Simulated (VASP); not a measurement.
# C (C2/m) in VASP: single point with PBEsol+D3(BJ)

Aim: the single point of C with PBEsol+D3(BJ).

Everything below comes from runs of VASP 6.6.1. Logs are shortened: lines on timing, memory, paths and dates and some standing lists are left out, and cuts for length are marked.

## Step 1: The cell of the first run

The structure is monoclinic, space group C2/m (No. 12). Conventional cell: a = 4.257 Å, b = 2.458 Å, c = 20.432 Å, α = 90.00°, β = 91.99°, γ = 90.00°. C (site symmetry m) has 3 C at 1.42 Å within 1.9 Å. C (site symmetry m) has 3 C at 1.42 Å within 1.9 Å. C (site symmetry m) has 3 C at 1.42 Å within 1.9 Å. C (site symmetry m) has 3 C at 1.42 Å within 1.9 Å. Within 1.9 Å of C (site symmetry m) lie 3 C at 1.42 Å. C (site symmetry m) has 3 C at 1.42 Å within 1.9 Å.

## Step 2: Single point, PBEsol+D3(BJ) (the part above a cut slid along it)

The input, INCAR:

```
ALGO = Normal
EDIFF = 1E-6
ENCUT = 520
GGA = PS
ISIF = 2
ISMEAR = 0
ISYM = 0
IVDW = 12
LASPH = True
LCHARG = False
LREAL = False
LWAVE = False
NBANDS = 36
NELM = 80
PREC = Accurate
SIGMA = 0.03
```

The input, KPOINTS:

```
k-points
0
Gamma
  15 15 2
```

The input, POSCAR:

```
C
1.0
   -1.2289486572     -2.1286015142      0.0000000000
    1.2289486572     -2.1286015142      0.0000000000
    0.6144743286     -2.4833684332     20.4193683166
C
12
Direct
    0.6953220714      0.2383051786      0.9140337857
    0.2508776270      0.1271940674      0.2473671191
    0.4730998492      0.1827496230      0.5807004524
    0.7491445952      0.3728614881      0.7525662143
    0.3047001508      0.2617503770      0.0858995476
    0.5269223730      0.3173059326      0.4192328809
    0.9713753441      0.9284383602      0.0858739677
    0.1935975663     -0.0160060842      0.4192073011
    0.4158197885      0.0395494713      0.7525406344
    0.8064246559      0.5160616398      0.5807260323
    0.0286468781     -0.4283828047      0.9140593656
    0.5842024337      0.4605060842      0.2473926989
```

Potentials or basis: VASP PAW PBE potentials, release 64 (C).

On the command line:

```
> cat potpaw_PBE.64/C/POTCAR > POTCAR
> mpirun -np 1 vasp_std > vasp.out
```

OUTCAR:

```text
EDIFF = 1E-6
   ENCUT = 520
   GGA = PS
   ISIF = 2
   ISMEAR = 0
   ISYM = 0
   IVDW = 12
   LASPH = True
   LREAL = False
   NELM = 80
   PREC = Accurate
 IVDW          = 12

 ion  position               nearest neighbor table
   1  0.695  0.238  0.914-  11 1.42  11 1.42  11 1.42
   2  0.251  0.127  0.247-  12 1.42  12 1.42  12 1.42
   3  0.473  0.183  0.581-  10 1.42  10 1.42  10 1.42
   4  0.749  0.373  0.753-   9 1.42   9 1.42   9 1.42
   5  0.305  0.262  0.086-   7 1.42   7 1.42   7 1.42
   6  0.527  0.317  0.419-   8 1.42   8 1.42   8 1.42
   7  0.971  0.928  0.086-   5 1.42   5 1.42   5 1.42
   8  0.194  0.984  0.419-   6 1.42   6 1.42   6 1.42
   9  0.416  0.040  0.753-   4 1.42   4 1.42   4 1.42
  10  0.806  0.516  0.581-   3 1.42   3 1.42   3 1.42
  11  0.029  0.572  0.914-   1 1.42   1 1.42   1 1.42
  12  0.584  0.461  0.247-   2 1.42   2 1.42   2 1.42

IMPORTANT INFORMATION: All symmetrisations will be switched off!
NOSYMM: (Re-)initialisation of all symmetry stuff for point group C_1.

----------------------------------------------------------------------------------------

                                     Primitive cell

  volume of cell :     106.8318

  direct lattice vectors                    reciprocal lattice vectors
    -1.228948657 -2.128601514  0.000000000    -0.406851822 -0.234896009 -0.016324370
     1.228948657 -2.128601514  0.000000000     0.406851822 -0.234896009 -0.040810926
     0.614474329 -2.483368433 20.419368317     0.000000000  0.000000000  0.048973111

  length of vectors
     2.457897314  2.457897314 20.579001432     0.470075552  0.471561313  0.048973111

  position of ions in fractional coordinates (direct lattice)
     0.695322071  0.238305179  0.914033786
     0.250877627  0.127194067  0.247367119
     0.473099849  0.182749623  0.580700452
     0.749144595  0.372861488  0.752566214
     0.304700151  0.261750377  0.085899548
     0.526922373  0.317305933  0.419232881
     0.971375344  0.928438360  0.085873968
     0.193597566  0.983993916  0.419207301
     0.415819789  0.039549471  0.752540634
     0.806424656  0.516061640  0.580726032
     0.028646878  0.571617195  0.914059366
     0.584202434  0.460506084  0.247392699

  ion indices of the primitive-cell ions
   primitive index   ion index
                 1           1
                 2           2
                 3           3
                 4           4
                 5           5
                 6           6
                 7           7
                 8           8
                 9           9
                10          10
                11          11
                12          12

----------------------------------------------------------------------------------------

 KPOINTS: k-points

Automatic generation of k-mesh.
 Grid dimensions read from file:
 generate k-points for:   15   15    2

 Generating k-lattice:

  Cartesian coordinates                     Fractional coordinates (reciprocal lattice)
    -0.027123455 -0.015659734 -0.001088291     0.066666667  0.000000000 -0.000000000
     0.027123455 -0.015659734 -0.002720728     0.000000000  0.066666667 -0.000000000
     0.000000000  0.000000000  0.024486556     0.000000000  0.000000000  0.500000000

  Length of vectors
     0.031338370  0.031437421  0.024486556

  Shift w.r.t. Gamma in fractional coordinates (k-lattice)
     0.000000000  0.000000000  0.000000000

 -----------------------------------------------------------------------------
|                                                                             |
|           W    W    AA    RRRRR   N    N  II  N    N   GGGG   !!!           |
|           W    W   A  A   R    R  NN   N  II  NN   N  G    G  !!!           |
|           W    W  A    A  R    R  N N  N  II  N N  N  G       !!!           |
|           W WW W  AAAAAA  RRRRR   N  N N  II  N  N N  G  GGG   !            |
|           WW  WW  A    A  R   R   N   NN  II  N   NN  G    G                |
|           W    W  A    A  R    R  N    N  II  N    N   GGGG   !!!           |
|                                                                             |
|     Your reciprocal lattice and k-lattice belong to different lattice       |
|     classes:                                                                |
|                                                                             |
|        The reciprocal lattice is base-centered monoclinic,                  |
|        whereas your k-lattice is triclinic.                                 |
|                                                                             |
|     Results are often still useful ...                                      |
|                                                                             |
 -----------------------------------------------------------------------------

 WARNING: IBZKPT: internal override: KBLOWUP is changed to .FALSE.
      ... skipping the blow-up phase ...

 Subroutine IBZKPT returns following result:
 ===========================================

 Found    226 irreducible k-points:

 Following reciprocal coordinates:
            Coordinates               Weight
  0.000000  0.000000  0.000000      1.000000
  0.066667 -0.000000 -0.000000      2.000000
  0.133333  0.000000  0.000000      2.000000
  0.200000 -0.000000  0.000000      2.000000
  0.266667  0.000000  0.000000      2.000000
  0.333333  0.000000  0.000000      2.000000
[... 16 lines left out ...]
 -0.066667  0.066667  0.000000      2.000000
  0.000000  0.133333 -0.000000      2.000000
 [... further k-points ...]
   k-points           NKPTS =    226   k-points in BZ     NKDIM =    226   number of bands    NBANDS=     36
   number of dos      NEDOS =    301   number of ions     NIONS =     12
   total plane-waves  NPLWV =  51840
   dimension x,y,z NGX =    18 NGY =   18 NGZ =  160
   dimension x,y,z NGXF=    36 NGYF=   36 NGZF=  320
   ions per type =              12
   NGX,Y,Z   is equivalent  to a cutoff of  12.17, 12.17, 12.93 a.u.
   NGXF,Y,Z  is equivalent  to a cutoff of  24.35, 24.35, 25.85 a.u.
 SYSTEM =  unknown system
   PREC   = accura    normal or accurate (medium, high low for compatibility)
   ISTART =      0    job   : 0-new  1-cont  2-samecut
   ICHARG =      2    charge: 1-file 2-atom 10-const
   ISPIN  =      1    spin polarized calculation?
   LNONCOLLINEAR =      F non collinear calculations
   LSORBIT =      F    spin-orbit coupling
   LASPH  =      T    aspherical Exc in radial PAW
   ENCUT  =  520.0 eV  38.22 Ry    6.18 a.u.   4.57  4.57 38.26*2*pi/ulx,y,z
   NELM   =     80;   NELMIN=  2; NELMDL= -5     # of ELM steps
   EDIFF  = 0.1E-05   stopping-criterion for ELM
   LREAL  =      F    real-space projection
   EDIFFG = 0.1E-04   stopping-criterion for IOM
   NSW    =      0    number of steps for IOM
   IBRION =     -1    ionic relax: 0-MD 1-quasi-New 2-CG
   NFREE  =      0    steps in history (QN), initial steepest desc. (CG)
   ISIF   =      2    stress and relaxation
   ISYM   =      0    0-nonsym 1-usesym 2-fastsym
   POTIM  = 0.5000    time-step for ionic-motion
   TEBEG  =    0.0;   TEEND  =   0.0 temperature during run
   PSTRESS=    0.0 pullay stress
   NELECT =      48.0000    total number of electrons
   NUPDOWN=      -1.0000    fix difference up-down
   EMIN   =  10.00;   EMAX   =-10.00  energy-range for DOS
   EFERMI =   0.00;   METHOD = LEGACY
   ISMEAR =     0;   SIGMA  =   0.03  broadening in eV -4-tet -1-fermi 0-gaus
   EFERMI_NEDOS =   21; number of points for ismear=-14 and -15
   IALGO  =     38    algorithm
   IMIX   =      4    mixing-type and parameters
     AMIX     =   0.40;   BMIX     =  1.00
     AMIX_MAG =   1.60;   BMIX_MAG =  1.00
  volume/ion in A,a.u.               =       8.90        60.08
  Fermi-wavevector in a.u.,A,eV,Ry     =   1.253877  2.369485 21.391199  1.572209
  Thomas-Fermi vector in A             =   2.387709
   LORBIT       =      0    0 simple, 1 ext, 2 COOP (PROOUT), +10 PAW based schemes
   GGA     = PS    functional components
   LHFCALC =     F    Hartree Fock is set to
   AEXX    =    0.0000 exact exchange contribution
   IVDW    =    12    specifies the selected vdW correction
   LEPSILON=     F    determine dielectric tensor
   LRPA    =     F    only Hartree local field effects (RPA)
 non-spin polarized calculation
 Gauss-broadening in eV      SIGMA  =   0.03
  energy-cutoff  :      520.00
  volume of cell :      106.83
 maximum number of plane-waves:      2924
   NGX =  9   NGY =  9   NGZ = 75

 number of electron      48.0000001 magnetization

 Free energy of the ion-electron system (eV)
  ---------------------------------------------------
  ext. energy  EPLUGINS =         0.00000000
  ---------------------------------------------------
  free energy    TOTEN  =      -115.67475373 eV

  energy without entropy =     -115.67475372  energy(sigma->0) =     -115.67475372

 E-fermi :   4.5249     XC(G=0): -10.4552

 val. band max:        4.4278456484   @ k =  -0.3333   0.3333   0.5000
 cond. band min:       4.6220032283   @ k =  -0.3333   0.3333   0.5000
 fundamental gap:      0.1941575800
 Fermi energy:         4.5249233229

 k-point     1 :       0.0000    0.0000    0.0000
  band No.  band energies     occupation
      1     -15.1454      2.00000
      2     -15.0837      2.00000
      3     -15.0826      2.00000
      4     -14.9298      2.00000
      5     -14.9290      2.00000
      6     -14.8608      2.00000
[... 28 lines left out ...]
     35      12.9257      0.00000
     36      12.9312      0.00000
[... 866 lines left out ...]
      6     -14.4432      2.00000
[... 28 lines left out ...]
     35      13.4129      0.00000
     36      14.6039      0.00000

 [... further k-points ...]

------------------------ aborting loop because EDIFF is reached ----------------------------------------

 Edisp (eV)   -1.30357

 E8    (eV) :    -0.6337

  FORCE on cell =-STRESS in cart. coord.  units (eV):
  Direction    XX          YY          ZZ          XY          YZ          ZX
  --------------------------------------------------------------------------------------
  -------------------------------------------------------------------------------------
  Total       0.79039     0.78181    -0.21560     0.00746    -0.02705    -0.04703
  in kB      11.85358    11.72497    -3.23338     0.11189    -0.40566    -0.70532
  external pressure =        6.78 kB  Pullay stress =        0.00 kB

 VOLUME and BASIS-vectors are now :
 -----------------------------------------------------------------------------
  energy-cutoff  :      520.00
  volume of cell :      106.83
      direct lattice vectors                 reciprocal lattice vectors
    -1.228948657 -2.128601514  0.000000000    -0.406851822 -0.234896009 -0.016324370
     1.228948657 -2.128601514  0.000000000     0.406851822 -0.234896009 -0.040810926
     0.614474329 -2.483368433 20.419368317     0.000000000  0.000000000  0.048973111

 POSITION                                       TOTAL-FORCE (eV/Angst)
 -----------------------------------------------------------------------------------
      0.00000     -4.25720     18.66399         0.005998      0.003536      0.017044
     -0.00000     -1.41907      5.05108        -0.000610     -0.000306      0.001244
      0.00000     -2.83814     11.85754         0.000508      0.000372      0.001865
      0.00000     -4.25720     15.36693         0.000611      0.000306     -0.001241
     -0.00000     -1.41907      1.75401        -0.006007     -0.003544     -0.017039
      0.00000     -2.83814      8.56047        -0.000505     -0.000368     -0.001875
     -0.00000     -4.25720      1.75349        -0.006631     -0.003916     -0.016623
      1.22895     -3.54767      8.55995         0.000582      0.000252     -0.002494
     -0.00000     -2.83814     15.36640        -0.000228     -0.000184     -0.002867
      0.00000     -4.25720     11.85806        -0.000580     -0.000247      0.002483
      1.22895     -3.54767     18.66451         0.006635      0.003916      0.016631
     -0.00000     -2.83814      5.05160         0.000227      0.000183      0.002871
 -----------------------------------------------------------------------------------
    total drift:                               -0.000006      0.000011      0.000015

  FREE ENERGIE OF THE ION-ELECTRON SYSTEM (eV)
  ---------------------------------------------------
  free  energy   TOTEN  =      -116.9783245891 eV

  energy  without entropy=     -116.9783245807  energy(sigma->0) =     -116.97832458
```

Run time: 6.3 min. Hardware: 1 thread of Intel Xeon 6975P-C (Granite Rapids), shared host; peak memory 0.62 GiB.

What came out:

| Quantity | Value |
| --- | --- |
| Free energy | -116.9783 eV |
| Pressure | 0.7 GPa |
| Largest force | 0.018 eV/Å |
| Dispersion energy per atom | -0.109 eV |

Forces on the atoms (eV/Å):
```
C    0.006  0.004  0.017
C   -0.001  0.000  0.001
C    0.001  0.000  0.002
C    0.001  0.000 -0.001
C   -0.006 -0.004 -0.017
C   -0.001  0.000 -0.002
C   -0.007 -0.004 -0.017
C    0.001  0.000 -0.002
C    0.000  0.000 -0.003
C   -0.001  0.000  0.002
C    0.007  0.004  0.017
C    0.000  0.000  0.003
```

Stress tensor (GPa, compression positive):
```
 1.19  0.01 -0.07
 0.01  1.17 -0.04
-0.07 -0.04 -0.32
```

Caveat: the cell differs from its parent crystal (the part above a cut slid along it); the PAW data sets were made with another functional, which shifts forces and pressure a little.
